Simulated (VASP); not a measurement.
# CoPtO2 (R-3m) in VASP: single point with PBE

Aim: the single point of CoPtO2 with PBE.

Program: VASP 6.6.1. These are calculated values, not measurements. Logs are shortened: lines on timing, memory, paths and dates and some standing lists are left out, and cuts for length are marked.

## 1. The cell of the first run

It takes space group R-3m (No. 166, trigonal). Conventional cell: a = 2.848 Å, b = 2.848 Å, c = 17.751 Å, α = 90.00°, β = 90.00°, γ = 120.00°. Within 2.5 Å of Co (site symmetry -3m) lie 6 O at 1.90 Å. Pt (site symmetry -3m) has 2 O at 2.00 Å within 2.7 Å. Within 2.5 Å of O (site symmetry 3m) lie 3 Co at 1.90 Å and 1 Pt at 2.00 Å.

## 2. Single point, PBE, collinear spin, ferromagnetic start

INCAR

```
SYSTEM = CoPtO2
PREC = Accurate
ENCUT = 520
EDIFF = 1E-7
ISMEAR = 0
SIGMA = 0.1
LREAL = .False.
LASPH = .True.
NELM = 150
ALGO = Normal
ISIF = 2
LWAVE = .False.
LCHARG = .False.
ISPIN = 2
MAGMOM = 3 0 0 0
LORBIT = 11
LMAXMIX = 4
GGA = PE
NBANDS = 28
```

KPOINTS

```
regular mesh
0
Gamma
  6 6 6
  0 0 0
```

POSCAR

```
CoPtO2
1.0
    1.4241423551      0.8222289721      5.9168442928
   -1.4241423551      0.8222289721      5.9168442928
    0.0000000000     -1.6444579442      5.9168442928
Co Pt O
1 1 2
Direct
    0.5000000000      0.5000000000      0.5000000000
    0.0000000000      0.0000000000      0.0000000000
    0.1128397895      0.1128397895      0.1128397895
    0.8871602105      0.8871602105      0.8871602105
```

Potentials or basis: VASP PAW PBE potentials, release 64 (Co, Pt, O).

On the command line:

```sh
cat potpaw_PBE.64/Co/POTCAR potpaw_PBE.64/Pt/POTCAR potpaw_PBE.64/O/POTCAR > POTCAR
mpirun -np 1 vasp_std > vasp.out
```

OUTCAR:

```text
SYSTEM = CoPtO2
   PREC = Accurate
   ENCUT = 520
   EDIFF = 1E-7
   ISMEAR = 0
   LREAL = .False.
   LASPH = .True.
   NELM = 150
   ISIF = 2
   ISPIN = 2
   LORBIT = 11
   GGA = PE

 ion  position               nearest neighbor table
   1  0.500  0.500  0.500-   3 1.90   3 1.90   4 1.90   4 1.90   3 1.90   4 1.90
   2  0.000  0.000  0.000-   3 2.00   4 2.00
   3  0.113  0.113  0.113-   1 1.90   1 1.90   1 1.90   2 2.00
   4  0.887  0.887  0.887-   1 1.90   1 1.90   1 1.90   2 2.00

  LATTYP: Found a trigonal (rhomboedric) cell.
 ALAT       =     6.1411145825
 COS(alpha) =     0.8924420787

  Lattice vectors:

 A1 = (   1.4241423551,   0.8222289721,   5.9168442928)
 A2 = (  -1.4241423551,   0.8222289721,   5.9168442928)
 A3 = (   0.0000000000,  -1.6444579442,   5.9168442928)

Analysis of symmetry for initial positions (statically):
=====================================================================
 Subroutine PRICEL returns:
 Original cell was already a primitive cell.

 Routine SETGRP: Setting up the symmetry group for a
 trigonal (rhombohedral) supercell.

 Subroutine GETGRP returns: Found 12 space group operations
 (whereof 12 operations were pure point group operations)
 out of a pool of 12 trial point group operations.

The static configuration has the point symmetry D_3d.

Analysis of symmetry for dynamics (positions and initial velocities):
=====================================================================
 Subroutine PRICEL returns:
 Original cell was already a primitive cell.

 Routine SETGRP: Setting up the symmetry group for a
 trigonal (rhombohedral) supercell.

 Subroutine GETGRP returns: Found 12 space group operations
 (whereof 12 operations were pure point group operations)
 out of a pool of 12 trial point group operations.

The dynamic configuration has the point symmetry D_3d.

Analysis of structural, dynamic, and magnetic symmetry:
=====================================================================
 Subroutine PRICEL returns:
 Original cell was already a primitive cell.

 Routine SETGRP: Setting up the symmetry group for a
 trigonal (rhombohedral) supercell.

 Subroutine GETGRP returns: Found 12 space group operations
 (whereof 12 operations were pure point group operations)
 out of a pool of 12 trial point group operations.

The overall configuration has the point symmetry D_3d.

 Subroutine INISYM returns: Found 12 space group operations
 (whereof 12 operations are pure point group operations),
 and found     1 'primitive' translations

----------------------------------------------------------------------------------------

                                     Primitive cell

  volume of cell :      41.5707

  direct lattice vectors                    reciprocal lattice vectors
     1.424142355  0.822228972  5.916844293     0.351088498  0.202701039  0.056336337
    -1.424142355  0.822228972  5.916844293    -0.351088498  0.202701039  0.056336337
     0.000000000 -1.644457944  5.916844293     0.000000000 -0.405402077  0.056336337

  length of vectors
     6.141114582  6.141114582  6.141114583     0.409297724  0.409297724  0.409297724

  position of ions in fractional coordinates (direct lattice)
     0.500000000  0.500000000  0.500000000
     0.000000000  0.000000000  0.000000000
     0.112839790  0.112839790  0.112839790
     0.887160210  0.887160210  0.887160210

  ion indices of the primitive-cell ions
   primitive index   ion index
                 1           1
                 2           2
                 3           3
                 4           4

----------------------------------------------------------------------------------------

 KPOINTS: regular mesh

Automatic generation of k-mesh.
 Grid dimensions read from file:
 generate k-points for:    6    6    6

 Generating k-lattice:

  Cartesian coordinates                     Fractional coordinates (reciprocal lattice)
     0.058514750  0.033783506  0.009389389     0.166666667  0.000000000  0.000000000
    -0.058514750  0.033783506  0.009389389     0.000000000  0.166666667  0.000000000
     0.000000000 -0.067567013  0.009389389     0.000000000  0.000000000  0.166666667

  Length of vectors
     0.068216287  0.068216287  0.068216287

  Shift w.r.t. Gamma in fractional coordinates (k-lattice)
     0.000000000  0.000000000  0.000000000

 Subroutine IBZKPT returns following result:
 ===========================================

 Found     32 irreducible k-points:

 Following reciprocal coordinates:
            Coordinates               Weight
  0.000000  0.000000  0.000000      1.000000
  0.166667  0.000000 -0.000000      6.000000
  0.333333  0.000000 -0.000000      6.000000
  0.500000  0.000000 -0.000000      3.000000
  0.166667  0.166667 -0.000000      6.000000
  0.333333  0.166667 -0.000000     12.000000
[... 16 lines left out ...]
  0.500000  0.500000  0.166667      6.000000
 -0.333333  0.500000  0.166667     12.000000
 [... further k-points ...]
   k-points           NKPTS =     32   k-points in BZ     NKDIM =     32   number of bands    NBANDS=     28
   number of dos      NEDOS =    301   number of ions     NIONS =      4
   total plane-waves  NPLWV = 110592
   dimension x,y,z NGX =    48 NGY =   48 NGZ =   48
   dimension x,y,z NGXF=    96 NGYF=   96 NGZF=   96
   ions per type =               1   1   2
   NGX,Y,Z   is equivalent  to a cutoff of  12.99, 12.99, 12.99 a.u.
   NGXF,Y,Z  is equivalent  to a cutoff of  25.99, 25.99, 25.99 a.u.
 SYSTEM =  CoPtO2
   PREC   = accura    normal or accurate (medium, high low for compatibility)
   ISTART =      0    job   : 0-new  1-cont  2-samecut
   ICHARG =      2    charge: 1-file 2-atom 10-const
   ISPIN  =      2    spin polarized calculation?
   LNONCOLLINEAR =      F non collinear calculations
   LSORBIT =      F    spin-orbit coupling
   LASPH  =      T    aspherical Exc in radial PAW
   ENCUT  =  520.0 eV  38.22 Ry    6.18 a.u.  11.42 11.42 11.42*2*pi/ulx,y,z
   NELM   =    150;   NELMIN=  2; NELMDL= -5     # of ELM steps
   EDIFF  = 0.1E-06   stopping-criterion for ELM
   LREAL  =      F    real-space projection
   EDIFFG = 0.1E-05   stopping-criterion for IOM
   NSW    =      0    number of steps for IOM
   IBRION =     -1    ionic relax: 0-MD 1-quasi-New 2-CG
   NFREE  =      0    steps in history (QN), initial steepest desc. (CG)
   ISIF   =      2    stress and relaxation
   ISYM   =      2    0-nonsym 1-usesym 2-fastsym
   POTIM  = 0.5000    time-step for ionic-motion
   TEBEG  =    0.0;   TEEND  =   0.0 temperature during run
   PSTRESS=    0.0 pullay stress
   NELECT =      31.0000    total number of electrons
   NUPDOWN=      -1.0000    fix difference up-down
   EMIN   =  10.00;   EMAX   =-10.00  energy-range for DOS
   EFERMI =   0.00;   METHOD = LEGACY
   ISMEAR =     0;   SIGMA  =   0.10  broadening in eV -4-tet -1-fermi 0-gaus
   EFERMI_NEDOS =   21; number of points for ismear=-14 and -15
   IALGO  =     38    algorithm
   IMIX   =      4    mixing-type and parameters
     AMIX     =   0.40;   BMIX     =  1.00
     AMIX_MAG =   1.60;   BMIX_MAG =  1.00
  volume/ion in A,a.u.               =      10.39        70.13
  Fermi-wavevector in a.u.,A,eV,Ry     =   1.484566  2.805423 29.986377  2.203937
  Thomas-Fermi vector in A             =   2.598087
   LORBIT       =     11    0 simple, 1 ext, 2 COOP (PROOUT), +10 PAW based schemes
   GGA     = PE    functional components
   LHFCALC =     F    Hartree Fock is set to
   AEXX    =    0.0000 exact exchange contribution
   IVDW    =     0    specifies the selected vdW correction
   LEPSILON=     F    determine dielectric tensor
   LRPA    =     F    only Hartree local field effects (RPA)
 spin polarized calculation
 Gauss-broadening in eV      SIGMA  =   0.10
  energy-cutoff  :      520.00
  volume of cell :       41.57
 maximum number of plane-waves:      1139
 NGX is ok and might be reduce to    48
   NGX = 23   NGY = 23   NGZ = 23

 number of electron      31.0000004 magnetization       0.0005282

 number of electron      31.0000004 magnetization      -0.0001009

 Free energy of the ion-electron system (eV)
  ---------------------------------------------------
  ext. energy  EPLUGINS =         0.00000000
  ---------------------------------------------------
  free energy    TOTEN  =       -26.53583567 eV

  energy without entropy =      -26.53090002  energy(sigma->0) =      -26.53336784

 E-fermi :   8.5688     XC(G=0): -12.6059

 val. band max:        8.5425838307   @ k =   0.5000   0.0000  -0.0000
 cond. band min:       8.6672146300   @ k =   0.5000   0.5000  -0.0000
 fundamental gap:      0.1246307993
 Fermi energy:         8.5688239891

 spin component 1

 k-point     1 :       0.0000    0.0000    0.0000
  band No.  band energies     occupation
      1     -13.0154      1.00000
      2     -11.0808      1.00000
      3      -1.0164      1.00000
      4       1.6676      1.00000
      5       1.9819      1.00000
      6       1.9819      1.00000
[... 19 lines left out ...]
     26      27.1183      0.00000
     27      29.9082      0.00000

 k-point     2 :       0.1667    0.0000   -0.0000
  band No.  band energies     occupation
      1     -12.7145      1.00000
      2     -11.0670      1.00000
      3      -0.6443      1.00000
      4       1.3423      1.00000
      5       2.1310      1.00000
      6       2.3188      1.00000
[... 19 lines left out ...]
     26      26.5945      0.00000
     27      27.8866      0.00000

 k-point     3 :       0.3333    0.0000   -0.0000
  band No.  band energies     occupation
      1     -12.0150      1.00000
      2     -11.0835      1.00000
      3       0.0619      1.00000
      4       0.6696      1.00000
      5       1.8684      1.00000
      6       2.4525      1.00000
[... 594 lines left out ...]
      1     -11.8516      1.00000
      2     -11.2888      1.00000
      3       0.0901      1.00000
      4       1.3304      1.00000
      5       1.5956      1.00000
      6       2.4334      1.00000
[... 19 lines left out ...]
     26      24.4732      0.00000
     27      26.9106      0.00000

 k-point    24 :      -0.3333    0.5000    0.1667
  band No.  band energies     occupation
      1     -11.4353      1.00000
      2     -11.3045      1.00000
      3       0.1159      1.00000
      4       0.8951      1.00000
      5       1.8467      1.00000
      6       2.4492      1.00000
[... 19 lines left out ...]
     26      23.6546      0.00000
     27      25.6451      0.00000

 [... further k-points ...]

 spin component 2

 k-point     1 :       0.0000    0.0000    0.0000
  band No.  band energies     occupation
      1     -13.0154      1.00000
      2     -11.0808      1.00000
      3      -1.0164      1.00000
      4       1.6676      1.00000
      5       1.9819      1.00000
      6       1.9819      1.00000
[... 19 lines left out ...]
     26      27.1183      0.00000
     27      29.9082      0.00000

 k-point     2 :       0.1667    0.0000   -0.0000
  band No.  band energies     occupation
      1     -12.7144      1.00000
      2     -11.0670      1.00000
      3      -0.6443      1.00000
      4       1.3423      1.00000
      5       2.1310      1.00000
      6       2.3188      1.00000
[... 19 lines left out ...]
     26      26.5945      0.00000
     27      27.8866      0.00000

 k-point     3 :       0.3333    0.0000   -0.0000
  band No.  band energies     occupation
      1     -12.0150      1.00000
      2     -11.0835      1.00000
      3       0.0619      1.00000
      4       0.6696      1.00000
      5       1.8684      1.00000
      6       2.4525      1.00000
[... 594 lines left out ...]
      1     -11.8516      1.00000
      2     -11.2887      1.00000
      3       0.0901      1.00000
      4       1.3304      1.00000
      5       1.5956      1.00000
      6       2.4334      1.00000
[... 19 lines left out ...]
     26      24.4732      0.00000
     27      26.9105      0.00000

 k-point    24 :      -0.3333    0.5000    0.1667
  band No.  band energies     occupation
      1     -11.4352      1.00000
      2     -11.3045      1.00000
      3       0.1159      1.00000
      4       0.8952      1.00000
      5       1.8467      1.00000
      6       2.4492      1.00000
[... 19 lines left out ...]
     26      23.6546      0.00000
     27      25.6451      0.00000

 [... further k-points ...]

 [bands above 27 left out]

------------------------ aborting loop because EDIFF is reached ----------------------------------------

  FORCE on cell =-STRESS in cart. coord.  units (eV):
  Direction    XX          YY          ZZ          XY          YZ          ZX
  --------------------------------------------------------------------------------------
  -------------------------------------------------------------------------------------
  Total        0.5596025      0.5596025      1.1999634      0.0000000      0.0000000      0.0000000
  in kB       21.5676417     21.5676417     46.2477916      0.0000000      0.0000000      0.0000000
  external PRESSURE =      29.7943583 kB  Pullay stress =       0.0000000 kB

 VOLUME and BASIS-vectors are now :
 -----------------------------------------------------------------------------
  energy-cutoff  :      520.00
  volume of cell :       41.57
      direct lattice vectors                 reciprocal lattice vectors
     1.424142355  0.822228972  5.916844293     0.351088498  0.202701039  0.056336337
    -1.424142355  0.822228972  5.916844293    -0.351088498  0.202701039  0.056336337
     0.000000000 -1.644457944  5.916844293     0.000000000 -0.405402077  0.056336337

 POSITION                                       TOTAL-FORCE (eV/Angst)
 -----------------------------------------------------------------------------------
      0.00000      0.00000      8.87527        -0.000000     -0.000000      0.000000
      0.00000      0.00000      0.00000         0.000000      0.000000      0.000000
      0.00000      0.00000      2.00297         0.000000      0.000000     -0.240074
      0.00000      0.00000     15.74757         0.000000     -0.000000      0.240074
 -----------------------------------------------------------------------------------
    total drift:                                0.000000     -0.000000      0.000000

  FREE ENERGIE OF THE ION-ELECTRON SYSTEM (eV)
  ---------------------------------------------------
  free  energy   TOTEN  =       -26.5358356689 eV

  energy  without entropy=      -26.5309000157  energy(sigma->0) =      -26.53336784

 total charge

# of ion       s       p       d       tot
------------------------------------------
    1        0.428   0.657   7.350   8.435
    2        0.647   0.554   7.999   9.200
    3        1.557   3.454   0.000   5.011
    4        1.557   3.454   0.000   5.011
--------------------------------------------------
tot          4.189   8.118  15.350  27.657

 magnetization (x)

# of ion       s       p       d       tot
------------------------------------------
    1       -0.000  -0.000  -0.000  -0.000
    2       -0.000  -0.000   0.000   0.000
    3        0.000   0.000   0.000   0.000
    4        0.000   0.000   0.000   0.000
--------------------------------------------------
tot         -0.000   0.000  -0.000   0.000
```

Run time: 4.5 min. Hardware: 1 thread of Intel Xeon Platinum 8375C at 2.90GHz (Ice Lake), shared host; peak memory 0.44 GiB.

What came out:

- Free energy: -26.5358 eV
- Pressure: 3.0 GPa
- Largest force: 0.240 eV/Å
- Net moment: 0.00 μB per cell
- Valence electrons inside the program's atomic spheres: Co 8.44; Pt 9.20; O 5.01

Forces in eV/Å, atoms in the order of the input:
```
Co   0.000  0.000  0.000
Pt   0.000  0.000  0.000
O    0.000  0.000 -0.240
O    0.000  0.000  0.240
```

Caveat: the k points lie up to 0.43 Å⁻¹ apart; the starting moments collapsed, and a magnetic state may lie lower; spin-orbit coupling is left out, which moves the levels of the heavy elements; semilocal functionals often make such compounds metallic where correlation or magnetic order opens a gap, which also shifts bond lengths.
